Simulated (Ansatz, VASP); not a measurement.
## Gd in VASP and in Ansatz

File INCAR:

```
SYSTEM = Gd
ALGO = Normal
EDIFF = 1E-6
EDIFFG = -0.005
ENCUT = 600
GGA = PE
IBRION = 2
ISIF = 3
ISMEAR = -1
ISPIN = 2
LASPH = .TRUE.
LCHARG = .FALSE.
LMAXMIX = 6
LORBIT = 11
LREAL = .FALSE.
LWAVE = .FALSE.
MAGMOM = 7 7
NELM = 150
NSW = 100
PREC = Accurate
SIGMA = 0.05
```

KPOINTS

```
k-points
0
G
  10 10 6
  0 0 0
```

POSCAR

```
Gd
1.0
    3.7304835253      0.0000000000      0.0000000000
   -1.8652417626      3.2306935013      0.0000000000
    0.0000000000      0.0000000000      5.9328641456
Gd
2
Direct
    0.3333333333      0.6666666667      0.2500000000
    0.6666666667      0.3333333333      0.7500000000
```

Input for Ansatz:

```yaml
crystal:
  lattice:
    - [3.7304835253, 0.0, 0.0]
    - [-1.8652417626, 3.2306935013, 0.0]
    - [0.0, 0.0, 5.9328641456]
  atoms:
    - { symbol: Gd, position: [0.3333333333, 0.6666666667, 0.25], spin: 7.0 }
    - { symbol: Gd, position: [0.6666666667, 0.3333333333, 0.75], spin: 7.0 }
magnetization:
  spin_polarized: true
kpoints:
  mp_grid: { grid: [10, 10, 6] }
scf:
  occupations: { method: fermi_dirac, width: 0.05 }
hamiltonian:
  xc: pbe
  pseudopotentials: { kind: all_electron, lapw: { basis_error: 0.001 } }
output:
  forces: true
  stress: true
relax:
  f_tol: 0.005
  max_steps: 80
  cell: {}
```

Alike in both runs: task relaxation of cell and atoms; functional PBE; k mesh 10 × 10 × 6; occupations fermi-dirac, width 0.05 eV; collinear spin.

|  | VASP | Ansatz |
| --- | --- | --- |
| version | VASP 6.6.1 | Ansatz 0.2.0 |
| potentials or method | VASP PAW PBE potentials, release 64 (Gd), cutoff 600 eV | all-electron LAPW, scalar-relativistic |

Ansatz gave:

| Quantity | Value |
| --- | --- |
| net moment per atom (μB) | 7.66 |
| size of the moment on the site where the two differ most (μB) | 7.45 |
| relaxed volume (Å³/atom) | 33.58 |
| relaxed cell length with the largest relative difference (Å) | 5.831 |

**Question.** Which values does VASP return?

**Answer.** net moment per atom (μB): 7.67; size of the moment on the site where the two differ most (μB): 7.01; relaxed volume (Å³/atom): 33.62; relaxed cell length with the largest relative difference (Å): 5.835.

Site moments also hang on the region over which each program counts them. Ansatz ran all-electron here, and VASP with PAW potentials.

Spin-orbit coupling is off throughout.
